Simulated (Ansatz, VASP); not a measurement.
P in VASP and in Ansatz

POSCAR

```
P
1.0
    4.9475767688     -4.3976292736      0.0041713751
    4.9475767688      4.3976292736      0.0041713751
   -0.0196034236      0.0000000000      5.8349494366
P
8
Direct
    0.8445541634      0.8445541634      0.2497776141
    0.1554458366      0.1554458366      0.7502223859
    0.7147119175      0.7147119175      0.5725434636
    0.2852880825      0.2852880825      0.4274565364
    0.5201056102      0.7754040928      0.2507555601
    0.2245959072      0.4798943898      0.7492444399
    0.4798943898      0.2245959072      0.7492444399
    0.7754040928      0.5201056102      0.2507555601
```

The input INCAR.step1:

```
SYSTEM = P
PREC     = Accurate       ! precision mode
ENCUT    = 520            ! plane-wave cutoff, eV
ISMEAR   = 0              ! smearing method
SIGMA    = 0.05           ! smearing width, eV
LREAL    = .False.        ! projectors in reciprocal space
LASPH    = .True.         ! aspherical terms in the spheres
NELM     = 100            ! most SCF steps
NBANDS   = 30             ! bands
GGA      = PE             ! functional
ALGO     = Normal         ! electronic algorithm
EDIFF    = 1E-4           ! SCF threshold, eV
LWAVE    = .True.         ! write WAVECAR
LCHARG   = .False.        ! write CHGCAR
```

INCAR.step2

```
SYSTEM = P
PREC     = Accurate       ! precision mode
ENCUT    = 520            ! plane-wave cutoff, eV
EDIFF    = 1E-6           ! SCF threshold, eV
ISMEAR   = 0              ! smearing method
SIGMA    = 0.05           ! smearing width, eV
LREAL    = .False.        ! projectors in reciprocal space
LASPH    = .True.         ! aspherical terms in the spheres
NELM     = 100            ! most SCF steps
ALGO     = Normal         ! electronic algorithm
ISIF     = 2              ! what is computed and relaxed
LWAVE    = .False.        ! write WAVECAR
LCHARG   = .True.         ! write CHGCAR
METAGGA  = R2SCAN         ! meta-GGA
LMIXTAU  = .True.       
LELF     = .True.         ! ELF
LVHAR    = .True.       
NBANDS   = 30             ! bands
ISTART   = 1
```

Contents of KPOINTS:

```
Automatic mesh
0
Gamma
  4 4 4
  0 0 0
```

Input for Ansatz:

```yaml
crystal:
  lattice:
    - [4.9475767688, -4.3976292736, 0.0041713751]
    - [4.9475767688, 4.3976292736, 0.0041713751]
    - [-0.0196034236, 0.0, 5.8349494366]
  atoms:
    - { symbol: P, position: [0.8445541634, 0.8445541634, 0.2497776141] }
    - { symbol: P, position: [0.1554458366, 0.1554458366, 0.7502223859] }
    - { symbol: P, position: [0.7147119175, 0.7147119175, 0.5725434636] }
    - { symbol: P, position: [0.2852880825, 0.2852880825, 0.4274565364] }
    - { symbol: P, position: [0.5201056102, 0.7754040928, 0.2507555601] }
    - { symbol: P, position: [0.2245959072, 0.4798943898, 0.7492444399] }
    - { symbol: P, position: [0.4798943898, 0.2245959072, 0.7492444399] }
    - { symbol: P, position: [0.7754040928, 0.5201056102, 0.2507555601] }
basis:
  ecutwfc: 500
kpoints:
  mp_grid: { grid: [4, 4, 4] }
hamiltonian:
  xc: r2scan
scf:
  occupations: { method: gaussian, width: 0.05 }
output:
  forces: true
  stress: true
  eigenvalues: true
```

Change from the starting cell: strain +0.025 along x and y, +0.050 along z, atoms carried along.

Alike in both runs: task single point; functional r2SCAN; k mesh 4 × 4 × 4; occupations gaussian, width 0.05 eV; no spin polarisation.

|  | VASP | Ansatz |
| --- | --- | --- |
| version | VASP 6.6.1 | Ansatz 0.2.0 |
| potentials or method | VASP PAW PBE potentials, release 64 (P), cutoff 520 eV | scalar-relativistic, plane waves, PAW |
| valence electrons in the cell | 40 | 40 |

Ansatz gave:

* gap on the k mesh at the Fermi level (eV): 3.19
* least direct gap on the mesh (eV): 3.49
* pressure (GPa): -4.2
* traceless stress, the component that is largest in VASP (GPa): -1.22
* rms of the force components (eV/Å): 0.970

**Question.** What did VASP give for the same quantities?

**Answer.** gap on the k mesh at the Fermi level (eV): 3.18; least direct gap on the mesh (eV): 3.49; pressure (GPa): -4.6; traceless stress, the component that is largest in VASP (GPa): -1.19; rms of the force components (eV/Å): 1.061.

VASP's potentials were made for PBE, not for r2SCAN. Atom by atom the forces differ by 0.094 eV/Å (rms over components). The functional is the same, so the differences come from potentials, cutoffs and numerics.
